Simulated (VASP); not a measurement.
# Co (P6_3/mmc) in VASP: a series of runs

Runs on Co. Level: PBE. Tasks: single point.

Program: VASP 6.6.1. These are calculated values, not measurements. Logs are shortened: lines on timing, memory, paths and dates and some standing lists are left out, and cuts for length are marked.

## Step 1: The cell of the first run

It takes space group P6_3/mmc (No. 194, hexagonal). The conventional cell has a = 2.505 Å, b = 2.505 Å, c = 4.089 Å, α = 90.00°, β = 90.00°, γ = 120.00°. Co (site symmetry -6m2) has 12 Co at 2.50 to 2.51 Å within 3.3 Å.

## Step 2: Single point, PBE, collinear spin, ferromagnetic start

Input file INCAR:

```
PREC = Accurate
ENCUT = 520
EDIFF = 1E-6
ISMEAR = -1
SIGMA = 0.1
LREAL = False
LASPH = True
NELM = 150
ALGO = Normal
ISIF = 2
LWAVE = False
LCHARG = False
ISPIN = 2
MAGMOM = 3 3
LORBIT = 11
LMAXMIX = 4
GGA = PE
NBANDS = 20
```

Input file KPOINTS:

```
Automatic mesh
0
Gamma
  11 11 6
```

Input file POSCAR:

```
Co
1.0
    2.5053999800      0.0000000000      0.0000000000
   -1.2526999900      2.1697400300      0.0000000000
    0.0000000000      0.0000000000      4.0893000000
Co
2
Direct
    0.3333333300      0.6666666700      0.2500000000
    0.6666666700      0.3333333300      0.7500000000
```

Potentials or basis: VASP PAW PBE potentials, release 64 (Co).

Run with:

```console
> cat potpaw_PBE.64/Co/POTCAR > POTCAR
> mpirun -np 1 vasp_std > vasp.out
```

OUTCAR:

```text
PREC = Accurate
   ENCUT = 520
   EDIFF = 1E-6
   ISMEAR = -1
   LREAL = False
   LASPH = True
   NELM = 150
   ISIF = 2
   ISPIN = 2
   LORBIT = 11
   GGA = PE

 ion  position               nearest neighbor table
   1  0.333  0.667  0.250-   2 2.50   2 2.50   2 2.50   2 2.50   2 2.50   2 2.50
   2  0.667  0.333  0.750-   1 2.50   1 2.50   1 2.50   1 2.50   1 2.50   1 2.50

  LATTYP: Found a hexagonal cell.
 ALAT       =     2.5053999800
 C/A-ratio  =     1.6321944730

  Lattice vectors:

 A1 = (   2.5053999800,   0.0000000000,   0.0000000000)
 A2 = (  -1.2526999900,   2.1697400300,   0.0000000000)
 A3 = (   0.0000000000,   0.0000000000,   4.0893000000)

Analysis of symmetry for initial positions (statically):
=====================================================================
 Subroutine PRICEL returns:
 Original cell was already a primitive cell.

 Routine SETGRP: Setting up the symmetry group for a
 hexagonal supercell.

 Subroutine GETGRP returns: Found 24 space group operations
 (whereof 12 operations were pure point group operations)
 out of a pool of 24 trial point group operations.

The static configuration has the point symmetry D_3d.
 The point group associated with its full space group is D_6h.

Analysis of symmetry for dynamics (positions and initial velocities):
=====================================================================
 Subroutine PRICEL returns:
 Original cell was already a primitive cell.

 Routine SETGRP: Setting up the symmetry group for a
 hexagonal supercell.

 Subroutine GETGRP returns: Found 24 space group operations
 (whereof 12 operations were pure point group operations)
 out of a pool of 24 trial point group operations.

The dynamic configuration has the point symmetry D_3d.
 The point group associated with its full space group is D_6h.

Analysis of structural, dynamic, and magnetic symmetry:
=====================================================================
 Subroutine PRICEL returns:
 Original cell was already a primitive cell.

 Routine SETGRP: Setting up the symmetry group for a
 hexagonal supercell.

 Subroutine GETGRP returns: Found 24 space group operations
 (whereof 12 operations were pure point group operations)
 out of a pool of 24 trial point group operations.

The overall configuration has the point symmetry D_3d.
 The point group associated with its full space group is D_6h.

 Subroutine INISYM returns: Found 24 space group operations
 (whereof 12 operations are pure point group operations),
 and found     1 'primitive' translations

----------------------------------------------------------------------------------------

                                     Primitive cell

  volume of cell :      22.2297

  direct lattice vectors                    reciprocal lattice vectors
     2.505399980  0.000000000  0.000000000     0.399137865  0.230442354  0.000000000
    -1.252699990  2.169740030  0.000000000     0.000000000  0.460884708  0.000000000
     0.000000000  0.000000000  4.089300000     0.000000000  0.000000000  0.244540630

  length of vectors
     2.505399980  2.505399981  4.089300000     0.460884708  0.460884708  0.244540630

  position of ions in fractional coordinates (direct lattice)
     0.333333330  0.666666670  0.250000000
     0.666666670  0.333333330  0.750000000

  ion indices of the primitive-cell ions
   primitive index   ion index
                 1           1
                 2           2

----------------------------------------------------------------------------------------

 KPOINTS: Automatic mesh

Automatic generation of k-mesh.
 Grid dimensions read from file:
 generate k-points for:   11   11    6

 Generating k-lattice:

  Cartesian coordinates                     Fractional coordinates (reciprocal lattice)
     0.036285260  0.020949305  0.000000000     0.090909091  0.000000000  0.000000000
     0.000000000  0.041898610  0.000000000     0.000000000  0.090909091  0.000000000
     0.000000000  0.000000000  0.040756772     0.000000000  0.000000000  0.166666667

  Length of vectors
     0.041898610  0.041898610  0.040756772

  Shift w.r.t. Gamma in fractional coordinates (k-lattice)
     0.000000000  0.000000000  0.000000000

 Subroutine IBZKPT returns following result:
 ===========================================

 Found     64 irreducible k-points:

 Following reciprocal coordinates:
            Coordinates               Weight
  0.000000  0.000000  0.000000      1.000000
  0.090909 -0.000000  0.000000      6.000000
  0.181818 -0.000000  0.000000      6.000000
  0.272727  0.000000  0.000000      6.000000
  0.363636 -0.000000  0.000000      6.000000
  0.454545 -0.000000  0.000000      6.000000
[... 16 lines left out ...]
  0.090909  0.090909  0.166667     12.000000
  0.181818  0.090909  0.166667     24.000000
 [... further k-points ...]
   k-points           NKPTS =     64   k-points in BZ     NKDIM =     64   number of bands    NBANDS=     20
   number of dos      NEDOS =    301   number of ions     NIONS =      2
   total plane-waves  NPLWV =  12000
   dimension x,y,z NGX =    20 NGY =   20 NGZ =   30
   dimension x,y,z NGXF=    40 NGYF=   40 NGZF=   60
   ions per type =               2
   NGX,Y,Z   is equivalent  to a cutoff of  13.27, 13.27, 12.20 a.u.
   NGXF,Y,Z  is equivalent  to a cutoff of  26.54, 26.54, 24.39 a.u.
 SYSTEM =  unknown system
   PREC   = accura    normal or accurate (medium, high low for compatibility)
   ISTART =      0    job   : 0-new  1-cont  2-samecut
   ICHARG =      2    charge: 1-file 2-atom 10-const
   ISPIN  =      2    spin polarized calculation?
   LNONCOLLINEAR =      F non collinear calculations
   LSORBIT =      F    spin-orbit coupling
   LASPH  =      T    aspherical Exc in radial PAW
   ENCUT  =  520.0 eV  38.22 Ry    6.18 a.u.   4.66  4.66  7.60*2*pi/ulx,y,z
   NELM   =    150;   NELMIN=  2; NELMDL= -5     # of ELM steps
   EDIFF  = 0.1E-05   stopping-criterion for ELM
   LREAL  =      F    real-space projection
   EDIFFG = 0.1E-04   stopping-criterion for IOM
   NSW    =      0    number of steps for IOM
   IBRION =     -1    ionic relax: 0-MD 1-quasi-New 2-CG
   NFREE  =      0    steps in history (QN), initial steepest desc. (CG)
   ISIF   =      2    stress and relaxation
   ISYM   =      2    0-nonsym 1-usesym 2-fastsym
   POTIM  = 0.5000    time-step for ionic-motion
   TEBEG  =    0.0;   TEEND  =   0.0 temperature during run
   PSTRESS=    0.0 pullay stress
   NELECT =      18.0000    total number of electrons
   NUPDOWN=      -1.0000    fix difference up-down
   EMIN   =  10.00;   EMAX   =-10.00  energy-range for DOS
   EFERMI =   0.00;   METHOD = LEGACY
   ISMEAR =    -1;   SIGMA  =   0.10  broadening in eV -4-tet -1-fermi 0-gaus
   EFERMI_NEDOS =   21; number of points for ismear=-14 and -15
   IALGO  =     38    algorithm
   IMIX   =      4    mixing-type and parameters
     AMIX     =   0.40;   BMIX     =  1.00
     AMIX_MAG =   1.60;   BMIX_MAG =  1.00
  volume/ion in A,a.u.               =      11.11        75.01
  Fermi-wavevector in a.u.,A,eV,Ry     =   1.525882  2.883500 31.678680  2.328317
  Thomas-Fermi vector in A             =   2.633992
   LORBIT       =     11    0 simple, 1 ext, 2 COOP (PROOUT), +10 PAW based schemes
   GGA     = PE    functional components
   LHFCALC =     F    Hartree Fock is set to
   AEXX    =    0.0000 exact exchange contribution
   IVDW    =     0    specifies the selected vdW correction
   LEPSILON=     F    determine dielectric tensor
   LRPA    =     F    only Hartree local field effects (RPA)
 spin polarized calculation
  energy-cutoff  :      520.00
  volume of cell :       22.23
 maximum number of plane-waves:       615
 NGX is ok and might be reduce to    20
   NGX =  9   NGY =  9   NGZ = 15

 number of electron      18.0000005 magnetization       3.1662064

 Free energy of the ion-electron system (eV)
  ---------------------------------------------------
  ext. energy  EPLUGINS =         0.00000000
  ---------------------------------------------------
  free energy    TOTEN  =       -14.09148936 eV

  energy without entropy =      -14.03048163  energy(sigma->0) =      -14.06098549

 E-fermi :   9.9370     XC(G=0): -13.2617

 val. band max:        9.9146769350   @ k =   0.0909  -0.0000   0.1667
 cond. band min:       9.9507707002   @ k =   0.1818   0.1818   0.1667
 fundamental gap:      0.0360937651
 Fermi energy:         9.9370150968

 spin component 1

 k-point     1 :       0.0000    0.0000    0.0000
  band No.  band energies     occupation
      1       1.1595      1.00000
      2       4.9104      1.00000
      3       7.3216      1.00000
      4       7.3904      1.00000
      5       7.3904      1.00000
      6       7.6797      1.00000
[... 12 lines left out ...]
     19      35.5838      0.00000
     20      35.5838      0.00000
[... 507 lines left out ...]
 k-point    24 :       0.1818    0.0909    0.1667
  band No.  band energies     occupation
      1       3.2467      1.00000
      2       5.8032      1.00000
      3       6.4046      1.00000
      4       6.6967      1.00000
      5       7.2668      1.00000
      6       7.5452      1.00000
[... 12 lines left out ...]
     19      34.7178      0.00000
     20      36.1304      0.00000

 [... further k-points ...]

 spin component 2

 k-point     1 :       0.0000    0.0000    0.0000
  band No.  band energies     occupation
      1       1.1347      1.00000
      2       5.8205      1.00000
      3       8.9182      0.99996
      4       8.9997      0.99992
      5       8.9997      0.99992
      6       9.3397      0.99746
[... 12 lines left out ...]
     19      35.8473      0.00000
     20      35.8473      0.00000
[... 507 lines left out ...]
 k-point    24 :       0.1818    0.0909    0.1667
  band No.  band energies     occupation
      1       3.2676      1.00000
      2       6.7411      1.00000
      3       7.5322      1.00000
      4       8.0983      1.00000
      5       8.8399      0.99998
      6       9.0974      0.99977
[... 12 lines left out ...]
     19      34.9536      0.00000
     20      36.2551      0.00000

 [... further k-points ...]

------------------------ aborting loop because EDIFF is reached ----------------------------------------

  FORCE on cell =-STRESS in cart. coord.  units (eV):
  Direction    XX          YY          ZZ          XY          YZ          ZX
  --------------------------------------------------------------------------------------
  -------------------------------------------------------------------------------------
  Total       -0.7140049     -0.7140049     -0.9702439     -0.0000000      0.0000000     -0.0000000
  in kB      -51.4609764    -51.4609764    -69.9290678     -0.0000000      0.0000000     -0.0000000
  external PRESSURE =     -57.6170068 kB  Pullay stress =       0.0000000 kB

 VOLUME and BASIS-vectors are now :
 -----------------------------------------------------------------------------
  energy-cutoff  :      520.00
  volume of cell :       22.23
      direct lattice vectors                 reciprocal lattice vectors
     2.505399980  0.000000000  0.000000000     0.399137865  0.230442354  0.000000000
    -1.252699990  2.169740030  0.000000000     0.000000000  0.460884708  0.000000000
     0.000000000  0.000000000  4.089300000     0.000000000  0.000000000  0.244540630

 POSITION                                       TOTAL-FORCE (eV/Angst)
 -----------------------------------------------------------------------------------
     -0.00000      1.44649      1.02232        -0.000000      0.000000      0.000000
      1.25270      0.72325      3.06697         0.000000     -0.000000      0.000000
 -----------------------------------------------------------------------------------
    total drift:                               -0.000000      0.000000     -0.000000

  FREE ENERGIE OF THE ION-ELECTRON SYSTEM (eV)
  ---------------------------------------------------
  free  energy   TOTEN  =       -14.0914893571 eV

  energy  without entropy=      -14.0304816288  energy(sigma->0) =      -14.06098549

 total charge

# of ion       s       p       d       tot
------------------------------------------
    1        0.477   0.499   7.251   8.227
    2        0.477   0.499   7.251   8.227
--------------------------------------------------
tot          0.955   0.998  14.503  16.455

 magnetization (x)

# of ion       s       p       d       tot
------------------------------------------
    1       -0.016  -0.056   1.682   1.610
    2       -0.016  -0.056   1.682   1.610
--------------------------------------------------
tot         -0.032  -0.113   3.364   3.219
```

Wall time 36 s (1 thread of Intel Xeon Platinum 8488C (Sapphire Rapids), shared host); peak memory 0.16 GiB.

Results:

* Free energy: -14.0915 eV
* Pressure: -5.8 GPa
* Net moment: 3.17 μB per cell
* Site moments: Co +1.61 μB
* Valence electrons inside the program's atomic spheres: Co 8.23

Levels at points of the mesh, in eV from the Fermi level:
Spin up:
```csv
k point,band 7,band 8,band 9,band 10,band 11,band 12,band 13,band 14,band 15,band 16
"(0.00, 0.00, 0.00)",-2.26,-1.90,-1.90,-0.87,-0.87,-0.17,6.01,21.88,24.29,24.29
"(0.00, 0.00, 0.50)",-2.60,-2.60,-1.17,-1.17,-1.17,-1.17,14.50,14.50,22.58,22.58
```
Spin down:
```
           k point  band 4  band 5  band 6  band 7  band 8  band 9  band 10  band 11
(0.00, 0.00, 0.00)   -0.94   -0.94   -0.60   -0.60   -0.26   -0.14    -0.14     1.00
(0.00, 0.00, 0.50)   -1.54   -0.99   -0.99   -0.99   -0.99    0.67     0.67     0.67
```

Caveat: the cell stands under tension.

## Step 3: Single point, PBE, collinear spin, ferromagnetic start

Input file INCAR:

```
SYSTEM = Co
ALGO = Normal
EDIFF = 1E-6
ENCUT = 520
GGA = PE
ISIF = 2
ISMEAR = -1
ISPIN = 2
LASPH = .TRUE.
LCHARG = .FALSE.
LMAXMIX = 4
LORBIT = 11
LREAL = .FALSE.
LWAVE = .FALSE.
MAGMOM = 0.3 0.3
NBANDS = 20
NELM = 150
PREC = Accurate
SIGMA = 0.1
```

Input file KPOINTS:

```
k-points
0
G
  11 11 6
  0 0 0
```

POSCAR is that of step 2.

Potentials or basis: VASP PAW PBE potentials, release 64 (Co).

Run with:

```console
> cat potpaw_PBE.64/Co/POTCAR > POTCAR
> mpirun -np 1 vasp_std > vasp.out
```

OUTCAR:

```text
SYSTEM = Co
   EDIFF = 1E-6
   ENCUT = 520
   GGA = PE
   ISIF = 2
   ISMEAR = -1
   ISPIN = 2
   LASPH = .TRUE.
   LORBIT = 11
   LREAL = .FALSE.
   NELM = 150
   PREC = Accurate

 ion  position               nearest neighbor table
   1  0.333  0.667  0.250-   2 2.50   2 2.50   2 2.50   2 2.50   2 2.50   2 2.50
   2  0.667  0.333  0.750-   1 2.50   1 2.50   1 2.50   1 2.50   1 2.50   1 2.50

  LATTYP: Found a hexagonal cell.
 ALAT       =     2.5053999800
 C/A-ratio  =     1.6321944730

  Lattice vectors:

 A1 = (   2.5053999800,   0.0000000000,   0.0000000000)
 A2 = (  -1.2526999900,   2.1697400300,   0.0000000000)
 A3 = (   0.0000000000,   0.0000000000,   4.0893000000)

Analysis of symmetry for initial positions (statically):
[... 1324 lines left out ...]
  volume of cell :       22.23
      direct lattice vectors                 reciprocal lattice vectors
     2.505399980  0.000000000  0.000000000     0.399137865  0.230442354  0.000000000
    -1.252699990  2.169740030  0.000000000     0.000000000  0.460884708  0.000000000
     0.000000000  0.000000000  4.089300000     0.000000000  0.000000000  0.244540630

 POSITION                                       TOTAL-FORCE (eV/Angst)
 -----------------------------------------------------------------------------------
     -0.00000      1.44649      1.02232        -0.000000      0.000000      0.000000
      1.25270      0.72325      3.06697         0.000000      0.000000      0.000000
 -----------------------------------------------------------------------------------
    total drift:                               -0.000000      0.000000     -0.000000

  FREE ENERGIE OF THE ION-ELECTRON SYSTEM (eV)
  ---------------------------------------------------
  free  energy   TOTEN  =       -14.0914882367 eV

  energy  without entropy=      -14.0305051214  energy(sigma->0) =      -14.06099668

 total charge

# of ion       s       p       d       tot
------------------------------------------
    1        0.477   0.499   7.251   8.228
    2        0.477   0.499   7.251   8.228
--------------------------------------------------
tot          0.955   0.998  14.503  16.455

 magnetization (x)

# of ion       s       p       d       tot
------------------------------------------
    1       -0.016  -0.056   1.681   1.609
    2       -0.016  -0.056   1.681   1.609
--------------------------------------------------
tot         -0.032  -0.112   3.363   3.219
```

OSZICAR:

```text
N       E                     dE             d eps       ncg     rms          rms(c)
DAV:   1     0.853887435684E+02    0.85389E+02   -0.76990E+03  5344   0.117E+03
DAV:   2    -0.116716431180E+02   -0.97060E+02   -0.87586E+02  5180   0.215E+02
DAV:   3    -0.161982208162E+02   -0.45266E+01   -0.43074E+01  5892   0.560E+01
[... 16 lines left out ...]
DAV:  20    -0.140914656736E+02   -0.20715E-03   -0.12276E-04  7796   0.120E-01    0.863E-02
DAV:  21    -0.140914695600E+02   -0.38865E-05   -0.47629E-06  5800   0.202E-02    0.699E-02
DAV:  22    -0.140914732661E+02   -0.37060E-05   -0.40099E-07  3060   0.951E-03    0.599E-02
DAV:  23    -0.140914844256E+02   -0.11160E-04   -0.16567E-06  3580   0.219E-02    0.312E-02
DAV:  24    -0.140914890904E+02   -0.46648E-05   -0.26959E-06  4704   0.274E-02    0.371E-03
DAV:  25    -0.140914882367E+02    0.85361E-06   -0.67520E-07  2888   0.982E-03
   1 F= -.14091488E+02 E0= -.14060997E+02  d E =-.609831E-01  mag=     3.1634
```

stdout:

```text
POSCAR found type information on POSCAR Co
 POSCAR found :  1 types and       2 ions
 scaLAPACK will be used
 LDA part: xc-table for (Slater+PW92), standard interpolation
 POSCAR, INCAR and KPOINTS ok, starting setup
 FFT: planning ... GRIDC
 FFT: planning ... GRID_SOFT
 FFT: planning ... GRID
 WAVECAR not read
 entering main loop
```

Run time: 63 s. Hardware: 1 thread of Intel Xeon Platinum 8488C (Sapphire Rapids), shared host; peak memory 0.16 GiB.

What came out:

- Free energy: -14.0915 eV
- Pressure: -5.7 GPa
- Net moment: 3.16 μB per cell
- Site moments: Co +1.61 μB
- Valence electrons inside the program's atomic spheres: Co 8.23

Levels at points of the mesh, in eV from the Fermi level:
Spin up:
```csv
k point,band 8,band 9,band 10,band 11,band 12,band 13,band 14,band 15
"(0.00, 0.00, 0.00)",-1.90,-1.90,-0.87,-0.87,-0.17,6.01,21.88,24.29
"(0.00, 0.00, 0.50)",-2.60,-1.17,-1.17,-1.17,-1.17,14.50,14.50,22.58
```
Spin down:
| k point | band 3 | band 4 | band 5 | band 6 | band 7 | band 8 | band 9 | band 10 | band 11 | band 12 |
| --- | --- | --- | --- | --- | --- | --- | --- | --- | --- | --- |
| (0.00, 0.00, 0.00) | -1.02 | -0.94 | -0.94 | -0.60 | -0.60 | -0.25 | -0.14 | -0.14 | 1.00 | 1.00 |
| (0.00, 0.00, 0.50) | -1.54 | -1.54 | -0.99 | -0.99 | -0.99 | -0.99 | 0.67 | 0.67 | 0.67 | 0.67 |

Caveat: the cell stands under tension.
